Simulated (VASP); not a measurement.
A run of VASP 6.6.1 is set up as follows.

The input POSCAR:

```
TiSi2
1.0
    0.0000000000      4.1180000000      4.2615000000
    2.3865000000      0.0000000000      4.2615000000
    2.3865000000      4.1180000000      0.0000000000
Ti Si
2 4
Direct
    0.7500000000      0.7500000000      0.7500000000
    0.5000000000      0.5000000000      0.5000000000
    0.0830000000      0.4170000000      0.0830000000
    0.4170000000      0.0830000000      0.4170000000
    0.1670000000      0.8330000000      0.1670000000
    0.8330000000      0.1670000000      0.8330000000
```

File INCAR.step1:

```
SYSTEM = TiSi2
PREC = Accurate
ENCUT = 520
ISMEAR = 0
SIGMA = 0.1
LREAL = .FALSE.
LASPH = .TRUE.
NELM = 100
NBANDS = 29
GGA = PE
ALGO = Normal
EDIFF = 1E-4
LWAVE = .TRUE.
LCHARG = .FALSE.
```

File INCAR.step2:

```
SYSTEM = TiSi2
PREC = Accurate
ENCUT = 520
EDIFF = 1E-6
ISMEAR = 0
SIGMA = 0.1
LREAL = .FALSE.
LASPH = .TRUE.
NELM = 100
ALGO = Normal
ISIF = 2
LWAVE = .FALSE.
LCHARG = .FALSE.
METAGGA = R2SCAN
LMIXTAU = .TRUE.
NBANDS = 29
ISTART = 1
```

KPOINTS

```
regular mesh
0
G
  6 6 6
  0 0 0
```

Potentials or basis: VASP PAW PBE potentials, release 64 (Ti_sv, Si).

The run is started by

```bash
$ cat potpaw_PBE.64/Ti_sv/POTCAR potpaw_PBE.64/Si/POTCAR > POTCAR
$ cp INCAR.step1 INCAR
$ mpirun -np 1 vasp_std > vasp.out
$ cp INCAR.step2 INCAR
$ mpirun -np 1 vasp_std > vasp.out
```

(1) Predict the pressure.

(2) Estimate the band gap on the k mesh.

(3) Estimate the largest force.

Answers

(1) 0.3 GPa.

(2) zero (band 20 reaches 10.95 eV, above the bottom of band 21 at 9.03 eV).

(3) 0.204 eV/Å.

Caveat: the PAW data sets were made with another functional, which shifts forces and pressure a little.
